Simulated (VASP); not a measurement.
Te: single point with r2SCAN

The system is Te.

```xyz
3
Lattice="4.5126 0.0000 0.0000 -2.2563 3.9080 0.0000 0.0000 0.0000 6.0020" Properties=species:S:1:pos:R:3 pbc="T T T"
Te    1.6494    2.8568    0.0000
Te   -0.6069    1.0513    4.0013
Te    1.2139    0.0000    2.0007
```

```json
{"Program": "VASP 6.6.1", "Task": "single point", "Functional": "r2SCAN", "Potentials or basis": "VASP PAW PBE potentials, release 64 (Te)", "Cutoff": "520 eV", "k mesh": "7 × 7 × 5", "Occupations": "fermi-dirac, width 0.05 eV", "Spin": "no spin polarisation"}
```

```yaml
Pressure: -1.0 GPa
Largest_force: 0.263 eV/Å
Band_gap_on_the_k_mesh: 0.78 eV (least direct gap 0.90 eV)
```

Forces on the atoms (eV/Å):
```
Te   0.131  0.227  0.000
Te   0.131 -0.227  0.000
Te  -0.263  0.000  0.000
```

Stress tensor (GPa, compression positive):
```
-0.73  0.00  0.00
 0.00 -0.73  0.00
 0.00  0.00 -1.46
```

Levels at points of the mesh, in eV from the valence-band top:
```csv
k point,band 7,band 8,band 9,band 10,band 11,band 12
"(0.00, 0.00, 0.00)",-1.48,-1.48,-0.69,1.25,1.25,1.89
```

Run time: 2.7 min on 1 thread of Intel(R) Xeon(R) Platinum 8259CL CPU @ 2.50GHz (Skylake/Cascade Lake), on a shared host, peak memory 0.26 GiB.

Caveat: the PAW data sets were made with another functional, which shifts forces and pressure a little; spin-orbit coupling is left out, which moves the levels of the heavy elements; an odd mesh through Γ misses points on the zone boundary, where band edges can lie.
